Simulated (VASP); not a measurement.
A run of VASP 6.6.1 is set up as follows.

The input INCAR:

```
  AGGAC = 1.0
  AGGAX = 1.0
  ALDAC = 0.0
  ALDAX = 1.0
  ALGO = Normal
  EDIFF = 1E-7
  EDIFFG = -0.01
  ENCUT = 560
  GGA = B5
  GGA_COMPAT = F
  IBRION = 2
  ISIF = 3
  ISMEAR = 1
  IVDW = 12
  LASPH = T
  LCHARG = F
  LREAL = F
  LWAVE = F
  NELM = 120
  NELMIN = 4
  NSW = 50
  PREC = Accurate
  SIGMA = 0.1
  VDW_A1 = 0.4298
  VDW_A2 = 4.2359
  VDW_S6 = 1.0
  VDW_S8 = 2.6996
```

File KPOINTS:

```
k-points
0
Gamma
  9 9 9
```

POSCAR

```
GaIr
1.0
    3.0040000000      0.0000000000      0.0000000000
    0.0000000000      3.0040000000      0.0000000000
    0.0000000000      0.0000000000      3.0040000000
Ga Ir
1 1
Direct
    0.0000000000      0.0000000000      0.0000000000
    0.5000000000      0.5000000000      0.5000000000
```

Potentials or basis: VASP PAW PBE potentials, release 64 (Ga_d, Ir_sv_GW).

Run with:

```sh
$ cat potpaw_PBE.64/Ga_d/POTCAR potpaw_PBE.64/Ir_sv_GW/POTCAR > POTCAR
$ mpirun -np 1 vasp_std > vasp.out
```

(1) Predict the relaxed volume.

(2) Estimate the space group after relaxing (to 0.1 Å).

Results:

(1) 14.01 Å³/atom.

(2) Pm-3m (No. 221).

Caveat: the dispersion term is far too large for a dense solid, which distorts pressure and volume; the PAW data sets were made with another functional, which shifts forces and pressure a little.
